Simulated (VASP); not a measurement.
# Nb (Pm-3m) in VASP: density of states with LDA

Aim: the density of states of Nb with LDA.

Program: VASP 6.6.1. These are calculated values, not measurements. Logs are shortened: lines on timing, memory, paths and dates and some standing lists are left out, and cuts for length are marked.

### Step 1. The cell of the first run

Symmetry: Pm-3m, No. 221, cubic system. Conventional cell: a = 2.660 Å, b = 2.660 Å, c = 2.660 Å, α = 90.00°, β = 90.00°, γ = 90.00°. Within 3.5 Å of Nb (site symmetry m-3m) lie 6 Nb at 2.66 Å.

### Step 2. Density of states, LDA

File POSCAR:

```
Nb
1.0
    2.6602353944      0.0000000000      0.0000000000
    0.0000000000      2.6602353944      0.0000000000
    0.0000000000      0.0000000000      2.6602353944
Nb
1
Direct
    0.0000000000      0.0000000000      0.0000000000
```

File INCAR.step1:

```
SYSTEM = Nb
ALGO = Normal ; EDIFF = 1E-6
ENCUT = 520 ; GGA = CA
ISIF = 2 ; ISMEAR = -1
LASPH = .TRUE. ; LCHARG = .TRUE.
LMAXMIX = 4 ; LREAL = .FALSE.
LWAVE = .FALSE. ; NBANDS = 12
NELM = 100 ; PREC = Accurate
SIGMA = 0.05
```

File KPOINTS.step1:

```
k-points
0
G
  14 14 14
  0 0 0
```

File INCAR.step2:

```
SYSTEM = Nb
ALGO = Normal ; EDIFF = 1E-6
ENCUT = 520 ; GGA = CA
ICHARG = 11 ; ISIF = 2
ISMEAR = -5 ; LASPH = .TRUE.
LCHARG = .FALSE. ; LMAXMIX = 4
LORBIT = 10 ; LREAL = .FALSE.
LWAVE = .FALSE. ; NEDOS = 2001
NELM = 100 ; PREC = Accurate
SIGMA = 0.05
```

File KPOINTS.step2:

```
k-points
0
G
  21 21 21
  0 0 0
```

Potentials or basis: VASP PAW LDA potentials, release 64 (Nb_sv).

Command:

```console
cat potpaw_LDA.64/Nb_sv/POTCAR > POTCAR
cp INCAR.step1 INCAR
cp KPOINTS.step1 KPOINTS
mpirun -np 1 vasp_std > vasp.out
cp INCAR.step2 INCAR
cp KPOINTS.step2 KPOINTS
mpirun -np 1 vasp_std > vasp.out
```

OUTCAR:

```text
SYSTEM = Nb
   EDIFF = 1E-6
   ENCUT = 520
   GGA = CA
   ICHARG = 11
   ISIF = 2
   ISMEAR = -5
   LASPH = .TRUE.
   LORBIT = 10
   LREAL = .FALSE.
   NELM = 100
   PREC = Accurate

 ion  position               nearest neighbor table
   1  0.000  0.000  0.000-

  LATTYP: Found a simple cubic cell.
 ALAT       =     2.6602353944

  Lattice vectors:

 A1 = (   2.6602353944,   0.0000000000,   0.0000000000)
 A2 = (   0.0000000000,   2.6602353944,   0.0000000000)
 A3 = (   0.0000000000,   0.0000000000,   2.6602353944)

Analysis of symmetry for initial positions (statically):
=====================================================================
 Subroutine PRICEL returns:
 Original cell was already a primitive cell.

 Routine SETGRP: Setting up the symmetry group for a
 simple cubic supercell.

 Subroutine GETGRP returns: Found 48 space group operations
 (whereof 48 operations were pure point group operations)
 out of a pool of 48 trial point group operations.

The static configuration has the point symmetry O_h .

Analysis of symmetry for dynamics (positions and initial velocities):
=====================================================================
 Subroutine PRICEL returns:
 Original cell was already a primitive cell.

 Routine SETGRP: Setting up the symmetry group for a
 simple cubic supercell.

 Subroutine GETGRP returns: Found 48 space group operations
 (whereof 48 operations were pure point group operations)
 out of a pool of 48 trial point group operations.

The dynamic configuration has the point symmetry O_h .

 Subroutine INISYM returns: Found 48 space group operations
 (whereof 48 operations are pure point group operations),
 and found     1 'primitive' translations

----------------------------------------------------------------------------------------

                                     Primitive cell

  volume of cell :      18.8261

  direct lattice vectors                    reciprocal lattice vectors
     2.660235394  0.000000000  0.000000000     0.375906584  0.000000000  0.000000000
     0.000000000  2.660235394  0.000000000     0.000000000  0.375906584  0.000000000
     0.000000000  0.000000000  2.660235394     0.000000000  0.000000000  0.375906584

  length of vectors
     2.660235394  2.660235394  2.660235394     0.375906584  0.375906584  0.375906584

  position of ions in fractional coordinates (direct lattice)
     0.000000000  0.000000000  0.000000000

  ion indices of the primitive-cell ions
   primitive index   ion index
                 1           1

----------------------------------------------------------------------------------------

 KPOINTS: k-points

Automatic generation of k-mesh.
 Grid dimensions read from file:
 generate k-points for:   21   21   21

 Generating k-lattice:

  Cartesian coordinates                     Fractional coordinates (reciprocal lattice)
     0.017900314  0.000000000  0.000000000     0.047619048  0.000000000  0.000000000
     0.000000000  0.017900314  0.000000000     0.000000000  0.047619048  0.000000000
     0.000000000  0.000000000  0.017900314     0.000000000  0.000000000  0.047619048

  Length of vectors
     0.017900314  0.017900314  0.017900314

  Shift w.r.t. Gamma in fractional coordinates (k-lattice)
     0.000000000  0.000000000  0.000000000

 TETIRR: Found   4601 inequivalent tetrahedra from    55566

 Subroutine IBZKPT returns following result:
 ===========================================

 Found    286 irreducible k-points:

 Following reciprocal coordinates:
            Coordinates               Weight
  0.000000  0.000000  0.000000      1.000000
  0.047619  0.000000  0.000000      6.000000
  0.095238  0.000000  0.000000      6.000000
  0.142857  0.000000  0.000000      6.000000
  0.190476  0.000000  0.000000      6.000000
  0.238095  0.000000  0.000000      6.000000
[... 16 lines left out ...]
  0.142857  0.095238  0.000000     24.000000
  0.190476  0.095238  0.000000     24.000000
 [... further k-points ...]
   k-points           NKPTS =    286   k-points in BZ     NKDIM =    286   number of bands    NBANDS=     10
   number of dos      NEDOS =   2001   number of ions     NIONS =      1
   total plane-waves  NPLWV =   8000
   dimension x,y,z NGX =    20 NGY =   20 NGZ =   20
   dimension x,y,z NGXF=    40 NGYF=   40 NGZF=   40
   ions per type =               1
   NGX,Y,Z   is equivalent  to a cutoff of  12.50, 12.50, 12.50 a.u.
   NGXF,Y,Z  is equivalent  to a cutoff of  25.00, 25.00, 25.00 a.u.
 SYSTEM =  Nb
   PREC   = accura    normal or accurate (medium, high low for compatibility)
   ISTART =      0    job   : 0-new  1-cont  2-samecut
   ICHARG =     11    charge: 1-file 2-atom 10-const
   ISPIN  =      1    spin polarized calculation?
   LNONCOLLINEAR =      F non collinear calculations
   LSORBIT =      F    spin-orbit coupling
   LASPH  =      T    aspherical Exc in radial PAW
   ENCUT  =  520.0 eV  38.22 Ry    6.18 a.u.   4.95  4.95  4.95*2*pi/ulx,y,z
   NELM   =    100;   NELMIN=  2; NELMDL=  0     # of ELM steps
   EDIFF  = 0.1E-05   stopping-criterion for ELM
   LREAL  =      F    real-space projection
   EDIFFG = 0.1E-04   stopping-criterion for IOM
   NSW    =      0    number of steps for IOM
   IBRION =     -1    ionic relax: 0-MD 1-quasi-New 2-CG
   NFREE  =      0    steps in history (QN), initial steepest desc. (CG)
   ISIF   =      2    stress and relaxation
   ISYM   =      2    0-nonsym 1-usesym 2-fastsym
   POTIM  = 0.5000    time-step for ionic-motion
   TEBEG  =    0.0;   TEEND  =   0.0 temperature during run
   PSTRESS=    0.0 pullay stress
   NELECT =      13.0000    total number of electrons
   NUPDOWN=      -1.0000    fix difference up-down
   EMIN   =  10.00;   EMAX   =-10.00  energy-range for DOS
   EFERMI =   0.00;   METHOD = LEGACY
   ISMEAR =    -5;   SIGMA  =   0.05  broadening in eV -4-tet -1-fermi 0-gaus
   EFERMI_NEDOS =   21; number of points for ismear=-14 and -15
   IALGO  =     38    algorithm
   IMIX   =      4    mixing-type and parameters
     AMIX     =   0.40;   BMIX     =  1.00
     AMIX_MAG =   1.60;   BMIX_MAG =  1.00
  volume/ion in A,a.u.               =      18.83       127.04
  Fermi-wavevector in a.u.,A,eV,Ry     =   1.447002  2.734438 28.488091  2.093816
  Thomas-Fermi vector in A             =   2.565007
   LORBIT       =     10    0 simple, 1 ext, 2 COOP (PROOUT), +10 PAW based schemes
   GGA     = CA    functional components
   LHFCALC =     F    Hartree Fock is set to
   AEXX    =    0.0000 exact exchange contribution
   IVDW    =     0    specifies the selected vdW correction
   LEPSILON=     F    determine dielectric tensor
   LRPA    =     F    only Hartree local field effects (RPA)
 non-spin polarized calculation
 Fermi weights with tetrahedron method with Bloechl corrections
  energy-cutoff  :      520.00
  volume of cell :       18.83
 maximum number of plane-waves:       518
 NGX is ok and might be reduce to    20

 number of electron      13.0000001 magnetization

 Free energy of the ion-electron system (eV)
  ---------------------------------------------------
  ext. energy  EPLUGINS =         0.00000000
  ---------------------------------------------------
  free energy    TOTEN  =       -10.24550121 eV

  energy without entropy =      -10.24550121  energy(sigma->0) =      -10.24550121

 E-fermi :  10.4333     XC(G=0): -12.3688

 val. band max:       10.4759675658   @ k =   0.2381   0.2381   0.2381
 cond. band min:      10.3831943957   @ k =   0.3810   0.1905   0.1905
 fundamental gap:     -0.0927731702
 Fermi energy:        10.4333398209

 k-point     1 :       0.0000    0.0000    0.0000
  band No.  band energies     occupation
      1     -43.8871      2.00000
      2     -19.1694      2.00000
      3     -19.1694      2.00000
      4     -19.1694      2.00000
      5       4.7628      2.00000
      6       7.4302      2.00000
      7       7.4302      2.00000
      8      15.9576      0.00000
      9      15.9576      0.00000
     10      15.9576      0.00000

 k-point     2 :       0.0476    0.0000    0.0000
  band No.  band energies     occupation
      1     -43.8819      2.00000
      2     -19.2124      2.00000
      3     -19.1658      2.00000
      4     -19.1658      2.00000
      5       4.8338      2.00000
      6       7.4491      2.00000
      7       7.5117      2.00000
      8      15.8391      0.00000
      9      15.8391      0.00000
     10      15.9656      0.00000

 k-point     3 :       0.0952    0.0000    0.0000
  band No.  band energies     occupation
      1     -43.8666      2.00000
      2     -19.3364      2.00000
      3     -19.1552      2.00000
      4     -19.1552      2.00000
      5       5.0359      2.00000
      6       7.5046      2.00000
      7       7.7569      2.00000
      8      15.5132      0.00000
      9      15.5132      0.00000
     10      15.9890      0.00000

 k-point     4 :       0.1429    0.0000    0.0000
  band No.  band energies     occupation
      1     -43.8426      2.00000
      2     -19.5272      2.00000
      3     -19.1385      2.00000
      4     -19.1385      2.00000
      5       5.3404      2.00000
      6       7.5934      2.00000
      7       8.1636      2.00000
      8      15.0492      0.00000
      9      15.0492      0.00000
     10      16.0260      0.00000
[... 222 lines left out ...]
 k-point    22 :       0.0952    0.0952    0.0000
  band No.  band energies     occupation
      1     -43.8462      2.00000
      2     -19.3304      2.00000
      3     -19.3122      2.00000
      4     -19.1410      2.00000
      5       5.3097      2.00000
      6       7.7077      2.00000
      7       7.9483      2.00000
      8      15.0426      0.00000
      9      15.4559      0.00000
     10      15.6491      0.00000

 k-point    23 :       0.1429    0.0952    0.0000
  band No.  band energies     occupation
      1     -43.8222      2.00000
      2     -19.5118      2.00000
      3     -19.3028      2.00000
      4     -19.1244      2.00000
      5       5.6122      2.00000
      6       7.8348      2.00000
      7       8.3096      2.00000
      8      14.5613      0.00000
      9      15.0651      0.00000
     10      15.6274      0.00000

 k-point    24 :       0.1905    0.0952    0.0000
  band No.  band energies     occupation
      1     -43.7916      2.00000
      2     -19.7473      2.00000
      3     -19.2804      2.00000
      4     -19.1032      2.00000
      5       5.9785      2.00000
      6       7.9627      2.00000
      7       8.8363      2.00000
      8      14.0327      0.00000
      9      14.5539      0.00000
     10      15.6730      0.00000

 [... further k-points ...]
[... 5 lines left out ...]
  --------------------------------------------------------------------------------------
  -------------------------------------------------------------------------------------
  Total        0.0418600      0.0418600      0.0418600      0.0000000     -0.0000000      0.0000000
  in kB        3.5624601      3.5624601      3.5624601      0.0000000     -0.0000000      0.0000000
  external PRESSURE =       3.5624601 kB  Pullay stress =       0.0000000 kB

 VOLUME and BASIS-vectors are now :
 -----------------------------------------------------------------------------
  energy-cutoff  :      520.00
  volume of cell :       18.83
      direct lattice vectors                 reciprocal lattice vectors
     2.660235394  0.000000000  0.000000000     0.375906584  0.000000000  0.000000000
     0.000000000  2.660235394  0.000000000     0.000000000  0.375906584  0.000000000
     0.000000000  0.000000000  2.660235394     0.000000000  0.000000000  0.375906584

 POSITION                                       TOTAL-FORCE (eV/Angst)
 -----------------------------------------------------------------------------------
      0.00000      0.00000      0.00000         0.000000      0.000000      0.000000
 -----------------------------------------------------------------------------------
    total drift:                                0.000000     -0.000000     -0.000000

  FREE ENERGIE OF THE ION-ELECTRON SYSTEM (eV)
  ---------------------------------------------------
  free  energy   TOTEN  =       -10.2455012077 eV

  energy  without entropy=      -10.2455012077  energy(sigma->0) =      -10.24550121

 total charge

# of ion       s       p       d       tot
------------------------------------------
    1        2.246   5.964   2.712  10.923
```

It took 53 s on 1 thread of Intel Xeon Platinum 8175M at 2.50GHz (Skylake/Cascade Lake), shared host; peak memory 0.16 GiB.

Results:

* Valence electrons inside the program's atomic spheres: Nb 10.92

Caveat: tetrahedron occupations give inexact forces and stress in metals.
